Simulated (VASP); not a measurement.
# PbS (Cmcm) in VASP: further runs, part 2 of 2

VASP 6.6.1. Earlier steps stand in the parts before.

## 5. Relaxation of shape and atoms at fixed volume, PBE (volume scaled by 0.97)

INCAR

```
PREC = Accurate
ENCUT = 600
EDIFF = 1E-7
ISMEAR = 0
SIGMA = 0.02
LREAL = False
LASPH = True
NELM = 80
ALGO = Normal
ISIF = 4
LWAVE = False
LCHARG = False
GGA = PE
IBRION = 2
NSW = 50
EDIFFG = -0.01
```

KPOINTS

```
Automatic mesh
0
Gamma
  8 8 6
```

POSCAR

```
PbS
1.0
    2.0752422379     -6.0559579202      0.0000000000
    2.0752422379      6.0559579202      0.0000000000
    0.0000000000      0.0000000000      4.2525937747
Pb S
2 2
Direct
    0.8667035193      0.1332964807      0.7500000000
    0.1332964807      0.8667035193      0.2500000000
    0.6453915001      0.3546084999      0.7500000000
    0.3546084999      0.6453915001      0.2500000000
```

Potentials or basis: VASP PAW PBE potentials, release 64 (Pb_d, S).

Run with:

```sh
> cat potpaw_PBE.64/Pb_d/POTCAR potpaw_PBE.64/S/POTCAR > POTCAR
> mpirun -np 1 vasp_std > vasp.out
```

OUTCAR:

```text
PREC = Accurate
   ENCUT = 600
   EDIFF = 1E-7
   ISMEAR = 0
   LREAL = False
   LASPH = True
   NELM = 80
   ISIF = 4
   GGA = PE
   IBRION = 2
   NSW = 50
   EDIFFG = -0.01

 ion  position               nearest neighbor table
   1  0.867  0.133  0.750-   3 2.68   4 2.97   4 2.97   4 2.97   4 2.97   2 3.87   2 3.87   2 4.10
                             2 4.10   2 4.10   2 4.10
   2  0.133  0.867  0.250-   4 2.68   3 2.97   3 2.97   3 2.97   3 2.97   1 3.87   1 3.87   1 4.10
                             1 4.10   1 4.10   1 4.10
   3  0.645  0.355  0.750-   1 2.68   2 2.97   2 2.97   2 2.97   2 2.97
   4  0.355  0.645  0.250-   2 2.68   1 2.97   1 2.97   1 2.97   1 2.97

  LATTYP: Found a base centered orthorhombic cell.
 ALAT       =     4.1504844758
 B/A-ratio  =     2.9181932642
 C/A-ratio  =     1.0246017783

  Lattice vectors:

 A1 = (   2.0752422379,  -6.0559579202,   0.0000000000)
 A2 = (   2.0752422379,   6.0559579202,   0.0000000000)
 A3 = (   0.0000000000,   0.0000000000,   4.2525937747)

Analysis of symmetry for initial positions (statically):
=====================================================================
 Subroutine PRICEL returns:
 Original cell was already a primitive cell.

 Routine SETGRP: Setting up the symmetry group for a
 base centered orthorhombic supercell.

 Subroutine GETGRP returns: Found  8 space group operations
 (whereof  4 operations were pure point group operations)
 out of a pool of  8 trial point group operations.

The static configuration has the point symmetry C_2h.
 The point group associated with its full space group is D_2h.

Analysis of symmetry for dynamics (positions and initial velocities):
=====================================================================
 Subroutine PRICEL returns:
 Original cell was already a primitive cell.

 Routine SETGRP: Setting up the symmetry group for a
 base centered orthorhombic supercell.

 Subroutine GETGRP returns: Found  8 space group operations
 (whereof  4 operations were pure point group operations)
 out of a pool of  8 trial point group operations.

The dynamic configuration has the point symmetry C_2h.
 The point group associated with its full space group is D_2h.

 Subroutine INISYM returns: Found  8 space group operations
 (whereof  4 operations are pure point group operations),
 and found     1 'primitive' translations

----------------------------------------------------------------------------------------

                                     Primitive cell

  volume of cell :     106.8896

  direct lattice vectors                    reciprocal lattice vectors
     2.075242238 -6.055957920  0.000000000     0.240935728 -0.082563321  0.000000000
     2.075242238  6.055957920  0.000000000     0.240935728  0.082563321  0.000000000
     0.000000000  0.000000000  4.252593775     0.000000000  0.000000000  0.235150605

  length of vectors
     6.401660463  6.401660463  4.252593775     0.254689472  0.254689472  0.235150605

  position of ions in fractional coordinates (direct lattice)
     0.866703519  0.133296481  0.750000000
     0.133296481  0.866703519  0.250000000
     0.645391500  0.354608500  0.750000000
     0.354608500  0.645391500  0.250000000

  ion indices of the primitive-cell ions
[... 65 lines left out ...]
   NGX,Y,Z   is equivalent  to a cutoff of  14.02, 14.02, 14.07 a.u.
   NGXF,Y,Z  is equivalent  to a cutoff of  28.05, 28.05, 28.15 a.u.
 SYSTEM =  unknown system
   PREC   = accura    normal or accurate (medium, high low for compatibility)
   ISTART =      0    job   : 0-new  1-cont  2-samecut
   ICHARG =      2    charge: 1-file 2-atom 10-const
   ISPIN  =      1    spin polarized calculation?
   LNONCOLLINEAR =      F non collinear calculations
   LSORBIT =      F    spin-orbit coupling
   LASPH  =      T    aspherical Exc in radial PAW
   ENCUT  =  600.0 eV  44.10 Ry    6.64 a.u.  12.79 12.79  8.49*2*pi/ulx,y,z
   NELM   =     80;   NELMIN=  2; NELMDL= -5     # of ELM steps
   EDIFF  = 0.1E-06   stopping-criterion for ELM
   LREAL  =      F    real-space projection
   EDIFFG = -.1E-01   stopping-criterion for IOM
   NSW    =     50    number of steps for IOM
   IBRION =      2    ionic relax: 0-MD 1-quasi-New 2-CG
   NFREE  =      1    steps in history (QN), initial steepest desc. (CG)
   ISIF   =      4    stress and relaxation
   ISYM   =      2    0-nonsym 1-usesym 2-fastsym
   POTIM  = 0.5000    time-step for ionic-motion
   TEBEG  =    0.0;   TEEND  =   0.0 temperature during run
   PSTRESS=    0.0 pullay stress
   NELECT =      40.0000    total number of electrons
   NUPDOWN=      -1.0000    fix difference up-down
   EMIN   =  10.00;   EMAX   =-10.00  energy-range for DOS
   EFERMI =   0.00;   METHOD = LEGACY
   ISMEAR =     0;   SIGMA  =   0.02  broadening in eV -4-tet -1-fermi 0-gaus
   EFERMI_NEDOS =   21; number of points for ismear=-14 and -15
   IALGO  =     38    algorithm
   IMIX   =      4    mixing-type and parameters
     AMIX     =   0.40;   BMIX     =  1.00
     AMIX_MAG =   1.60;   BMIX_MAG =  1.00
  volume/ion in A,a.u.               =      26.72       180.33
  Fermi-wavevector in a.u.,A,eV,Ry     =   1.179731  2.229368 18.936115  1.391765
  Thomas-Fermi vector in A             =   2.316036
   LORBIT       =      0    0 simple, 1 ext, 2 COOP (PROOUT), +10 PAW based schemes
   GGA     = PE    functional components
   LHFCALC =     F    Hartree Fock is set to
   AEXX    =    0.0000 exact exchange contribution
   IVDW    =     0    specifies the selected vdW correction
   LEPSILON=     F    determine dielectric tensor
   LRPA    =     F    only Hartree local field effects (RPA)
 conjugate gradient relaxation of ions
 non-spin polarized calculation
 Gauss-broadening in eV      SIGMA  =   0.02
  energy-cutoff  :      600.00
  volume of cell :      106.89
 maximum number of plane-waves:      3592
 NGX is ok and might be reduce to    54
   NGX = 25   NGY = 25   NGZ = 17

--------------------------------------- Ionic step        1  -------------------------------------------

 number of electron      40.0000000 magnetization

 Free energy of the ion-electron system (eV)
  ---------------------------------------------------
  ext. energy  EPLUGINS =         0.00000000
  ---------------------------------------------------
  free energy    TOTEN  =       -17.37074082 eV

  energy without entropy =      -17.37074082  energy(sigma->0) =      -17.37074082

------------------------ aborting loop because EDIFF is reached ----------------------------------------

  FORCE on cell =-STRESS in cart. coord.  units (eV):
  Direction    XX          YY          ZZ          XY          YZ          ZX
  --------------------------------------------------------------------------------------
  -------------------------------------------------------------------------------------
  Total        1.1101446      1.0113285      1.0921874      0.0000000      0.0000000      0.0000000
  in kB       16.6400490     15.1588855     16.3708869      0.0000000      0.0000000      0.0000000
  external PRESSURE =      16.0566071 kB  Pullay stress =       0.0000000 kB
[... 95 lines left out ...]
  FREE ENERGIE OF THE ION-ELECTRON SYSTEM (eV)
  ---------------------------------------------------
  free  energy   TOTEN  =       -17.3774050981 eV

  energy  without entropy=      -17.3774050981  energy(sigma->0) =      -17.37740510

[... ionic steps 4 to 7 ...]

--------------------------------------- Ionic step        8  -------------------------------------------

 number of electron      40.0000001 magnetization

------------------------ aborting loop because EDIFF is reached ----------------------------------------
[... 71 lines left out ...]
--------------------------------------- Ionic step       10  -------------------------------------------

 number of electron      40.0000001 magnetization

 Free energy of the ion-electron system (eV)
  ---------------------------------------------------
  ext. energy  EPLUGINS =         0.00000000
  ---------------------------------------------------
  free energy    TOTEN  =       -17.38017275 eV

  energy without entropy =      -17.38017275  energy(sigma->0) =      -17.38017275

 E-fermi :   4.9992     XC(G=0):  -9.5749

 val. band max:        4.8622509574   @ k =   0.5000   0.5000   0.3333
 cond. band min:       6.1199415595   @ k =   0.5000   0.5000   0.0000
 fundamental gap:      1.2576906021
 Fermi energy:         4.9991613654

 k-point     1 :       0.0000    0.0000    0.0000
  band No.  band energies     occupation
      1     -11.4884      2.00000
      2     -11.3968      2.00000
      3     -11.3889      2.00000
      4     -11.3884      2.00000
      5     -11.3501      2.00000
      6     -11.3465      2.00000
[... 637 lines left out ...]
     23       8.5078      0.00000
     24       9.7614      0.00000

 [... further k-points ...]
[... 5 lines left out ...]
  --------------------------------------------------------------------------------------
  -------------------------------------------------------------------------------------
  Total        0.4941941      0.4388366      0.4792747      0.0000000      0.0000000      0.0000000
  in kB        7.4075153      6.5777578      7.1838876      0.0000000      0.0000000      0.0000000
  external PRESSURE =       7.0563869 kB  Pullay stress =       0.0000000 kB
[... 19 lines left out ...]
  FREE ENERGIE OF THE ION-ELECTRON SYSTEM (eV)
  ---------------------------------------------------
  free  energy   TOTEN  =       -17.3801727528 eV

  energy  without entropy=      -17.3801727528  energy(sigma->0) =      -17.38017275

 reached required accuracy - stopping structural energy minimisation
```

OSZICAR:

```text
N       E                     dE             d eps       ncg     rms          rms(c)
DAV:   1     0.430291510385E+03    0.43029E+03   -0.20975E+04  4032   0.199E+03
[... 83 lines left out ...]
       N       E                     dE             d eps       ncg     rms          rms(c)
DAV:   1    -0.173802009895E+02   -0.34350E-04   -0.66707E-03  4368   0.544E-01    0.446E-02
DAV:   2    -0.173801968651E+02    0.41244E-05   -0.39988E-04  6088   0.202E-01    0.246E-02
DAV:   3    -0.173801771448E+02    0.19720E-04   -0.26434E-05  5888   0.578E-02    0.128E-02
DAV:   4    -0.173801727287E+02    0.44161E-05   -0.10518E-05  6232   0.383E-02    0.192E-03
DAV:   5    -0.173801727587E+02   -0.29926E-07   -0.17561E-06  5272   0.126E-02    0.216E-03
DAV:   6    -0.173801727528E+02    0.59081E-08   -0.61961E-08  2888   0.225E-03
  10 F= -.17380173E+02 E0= -.17380173E+02  d E =-.376803E-04
```

Run time: 21 min. Hardware: 1 thread of Intel Xeon 6975P-C (Granite Rapids), shared host; peak memory 0.47 GiB.

Results:

| Property | Result |
| --- | --- |
| Free energy | -17.3802 eV |
| Energy gained by relaxing | 2.4 meV/atom |
| Ionic steps | 10 |
| Pressure after relaxing | 0.7 GPa |
| Largest force after relaxing | 0.006 eV/Å |
| Band gap on the k mesh | 1.26 eV, indirect (least direct gap 1.43 eV) |

Forces in eV/Å, atoms in the order of the input:
```
Pb   0.000  0.003  0.000
Pb   0.000 -0.003  0.000
S    0.000  0.006  0.000
S    0.000 -0.006  0.000
```

The path:
| step | energy change (eV) | largest force (eV/Å) | pressure (GPa) | volume (Å³) |
| --- | --- | --- | --- | --- |
| 1 | 0.0000 | 0.1851 | 1.61 | 106.89 |
| 2 | -0.0039 | 0.1147 | 1.37 | 106.89 |
| 3 | -0.0067 | 0.0297 | 0.90 | 106.89 |
| 4 | -0.0090 | 0.0239 | 0.71 | 106.89 |
| 5 | -0.0092 | 0.0251 | 0.64 | 106.89 |
| 6 | -0.0094 | 0.0125 | 0.67 | 106.89 |
| 7 | -0.0094 | 0.0146 | 0.70 | 106.89 |
| 8 | -0.0094 | 0.0159 | 0.71 | 106.89 |
| 9 | -0.0094 | 0.0104 | 0.71 | 106.89 |
| 10 | -0.0094 | 0.0060 | 0.71 | 106.89 |

Final structure:
```
Pb S
1.0
     2.08105   -5.99190    0.00000
     2.08105    5.99190    0.00000
     0.00000    0.00000    4.28606
Pb S
2 2
Direct
  0.86938 0.13062 0.75000
  0.13062 0.86938 0.25000
  0.64341 0.35659 0.75000
  0.35659 0.64341 0.25000
```

Caveat: the cell differs from its parent crystal (volume scaled by 0.97); spin-orbit coupling is left out, which moves the levels of the heavy elements. A k mesh can miss the band edges.

## 6. The runs side by side

```csv
task,cell,k mesh,cutoff (eV),smearing,gap on the mesh (eV),pressure (GPa),largest force (eV/Å)
single point,"a = 6.467, b = 6.467, c = 4.296 Å, angles 90.0, 90.0, 142.2°, 4 atoms",8 × 8 × 6,520,gaussian 0.02 eV,1.29,-0.1,0.01
relaxation of cell and atoms,"relaxed from a = 6.407, b = 6.407, c = 4.331 Å, angles 90.0, 90.0, 141.9°, 4 atoms",8 × 8 × 6,600,gaussian 0.02 eV,1.30,0.0,-
single point,"a = 5.901, b = 5.901, c = 4.160 Å, angles 90.0, 90.0, 140.6°, 4 atoms",6 × 6 × 4,520,gaussian 0.1 eV,1.42,12.3,1.59
relaxation of shape and atoms at fixed volume,"relaxed from a = 6.402, b = 6.402, c = 4.253 Å, angles 90.0, 90.0, 142.2°, 4 atoms",8 × 8 × 6,600,gaussian 0.02 eV,1.26,0.7,0.01
```

Alike in all rows: level PBE; potentials or basis VASP PAW PBE potentials, release 64 (Pb_d, S); no spin polarisation.

Caveats: spin-orbit coupling is left out, which moves the levels of the heavy elements; forces of over 1 eV/Å act on the atoms, so gaps and moduli don't describe the material at rest (some runs).

Absolute energies hang on the potentials; compare differences alone.
